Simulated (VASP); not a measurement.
The system is Ga2BAs3.

```
CELL_PARAMETERS angstrom
3.13190 0.00000 0.00000
0.00000 3.13190 0.00000
0.00000 0.00000 11.24964
ATOMIC_POSITIONS crystal
Ga 0.00000 0.00000 0.33980
Ga 0.00000 0.00000 0.66020
B 0.00000 0.00000 0.00000
As 0.50000 0.50000 0.10862
As 0.50000 0.50000 0.50000
As 0.50000 0.50000 0.89138
```

The cell was generated, and may not be a known phase.

| Item | Value |
| --- | --- |
| Program | VASP 6.6.1 |
| Task | relaxation of cell and atoms |
| Functional | PBE |
| Potentials or basis | VASP PAW PBE potentials, release 64 (Ga_d, B, As) |
| Cutoff | 600 eV |
| k mesh | 12 × 12 × 4 |
| Occupations | gaussian, width 0.1 eV |
| Spin | no spin polarisation |

At the start: pressure 0.2 GPa; volume 18.39 Å³/atom.

Question: How do energy, volume and symmetry change on relaxing?

Answer: Over 23 steps the energy falls by 26.6 meV/atom and the volume is 18.76 Å³/atom (+2.0 %); space group P4/mmm (No. 123, to 0.1 Å) before and after.

Step by step:
```csv
step,energy change (eV),largest force (eV/Å),pressure (GPa),volume (Å³)
1,0.0000,0.3173,0.22,110.35
2,-0.0270,0.3051,-0.24,110.74
3,-0.0616,0.5072,-1.13,111.56
4,-0.0318,1.1386,-2.35,112.96
5,-0.0682,0.6868,-1.44,111.90
6,-0.0830,0.6588,-1.17,111.55
7,-0.1210,0.5618,-0.39,110.51
8,-0.1288,0.2857,1.45,108.35
9,-0.1380,0.4067,0.68,109.23
10,-0.1488,0.1980,0.68,109.63
11,-0.1551,0.0335,0.73,110.23
12,-0.1552,0.0681,0.73,110.32
13,-0.1579,0.0186,0.19,111.23
14,-0.1581,0.0341,-0.02,111.58
15,-0.1583,0.0332,-0.02,111.63
16,-0.1588,0.0302,0.01,111.78
17,-0.1593,0.0241,0.03,112.08
18,-0.1595,0.0250,0.05,112.26
19,-0.1595,0.0235,0.07,112.25
20,-0.1596,0.0196,-0.09,112.59
21,-0.1596,0.0200,-0.07,112.56
22,-0.1597,0.0107,-0.04,112.55
23,-0.1598,0.0096,-0.02,112.54
```

Final structure:
```
Ga B As
1.0
     3.02631    0.00000    0.00000
     0.00000    3.02631    0.00000
     0.00000    0.00000   12.28797
Ga B As
2 1 3
Direct
  0.00000 0.00000 0.32861
  0.00000 0.00000 0.67139
  0.00000 0.00000 0.00000
  0.50000 0.50000 0.09981
  0.50000 0.50000 0.50000
  0.50000 0.50000 0.90019
```

Caveat: the highest band is partly filled, so the run has too few bands.
